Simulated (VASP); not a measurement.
Wanted: the native input for a VASP 6.6.1 run.

| Quantity | Value |
| --- | --- |
| Task | single point |
| Functional | PBE |
| Potentials or basis | VASP PAW PBE potentials, release 64 (Ge_d) |
| Cutoff | 520 eV |
| k mesh | 13 × 13 × 13 |
| Occupations | fermi-dirac, width 0.08 eV |
| Spin | no spin polarisation |
| Dipole correction | no |
| Further INCAR settings | ALGO = Normal; EDIFF = 1e-07; NBANDS = 21 |

The structure of Ge lies in POSCAR:

```
Ge
1.0
    0.0000000000      2.5600977259      2.5600977259
    2.5600977259      0.0000000000      2.5600977259
    2.5600977259      2.5600977259      0.0000000000
Ge
2
Direct
   -0.1250000000     -0.1250000000     -0.1250000000
    0.1250000000      0.1250000000      0.1250000000
```

One way to write it, as run:

INCAR

```
SYSTEM = Ge
ALGO = Normal
EDIFF = 1E-7
ENCUT = 520
GGA = PE
ISIF = 2
ISMEAR = -1
LASPH = .TRUE.
LCHARG = .FALSE.
LREAL = .FALSE.
LWAVE = .FALSE.
NBANDS = 21
NELM = 100
PREC = Accurate
SIGMA = 0.08
```

KPOINTS

```
k-points
0
G
  13 13 13
  0 0 0
```

Potentials or basis: VASP PAW PBE potentials, release 64 (Ge_d).

Launch:

```bash
$ cat potpaw_PBE.64/Ge_d/POTCAR > POTCAR
$ mpirun -np 1 vasp_std > vasp.out
```

It gave:

| Quantity | Value |
| --- | --- |
| Pressure | 47.9 GPa |

Wall time 59 s on 1 thread of Intel(R) Xeon(R) Platinum 8175M CPU @ 2.50GHz (Skylake/Cascade Lake) (shared host), peak memory 0.18 GiB.
